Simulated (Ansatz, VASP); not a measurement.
Two plane-wave programs on Be4ZnTe

```
CELL_PARAMETERS angstrom
-2.43024 2.43024 4.24792
2.43024 -2.43024 4.24792
2.43024 2.43024 -4.24792
ATOMIC_POSITIONS crystal
Be 0.75945 0.75945 0.00000
Be 0.24055 0.24055 0.00000
Be 0.00000 0.00000 0.00000
Be 0.75000 0.25000 0.50000
Zn 0.50000 0.50000 0.00000
Te 0.25000 0.75000 0.50000
```

Alike in both runs: functional PBE; k mesh 5 × 5 × 5; occupations gaussian, width 0.2 eV; no spin polarisation.

Ansatz relaxed the structure, and its values are those at the end. VASP's run is a single point on that final structure, the one shown.

```csv
,VASP,Ansatz
version,VASP 6.6.1,Ansatz 0.2.0
potentials or method,"VASP PAW PBE potentials, release 64 (Be, Zn, Te), cutoff 600 eV","scalar-relativistic, plane waves, PAW"
valence electrons in the cell,26,36
```

VASP gave:

```
gap on the k mesh at the Fermi level (eV) : none
pressure (GPa)                            : 0.4
rms of the force components (eV/Å)        : 0.004
```

Problem. Which values does Ansatz return?

Solution. gap on the k mesh at the Fermi level (eV): none; pressure (GPa): 0.3; rms of the force components (eV/Å): 0.002.

A gap of «none» marks a metal or a gap that the smearing closes. VASP's potentials hold 26 valence electrons a cell and Ansatz's 36, so a difference there can come from the potentials and not from the codes.

The k mesh is coarse, so the values compare programs but aren't converged. Neither program's run includes spin-orbit coupling.
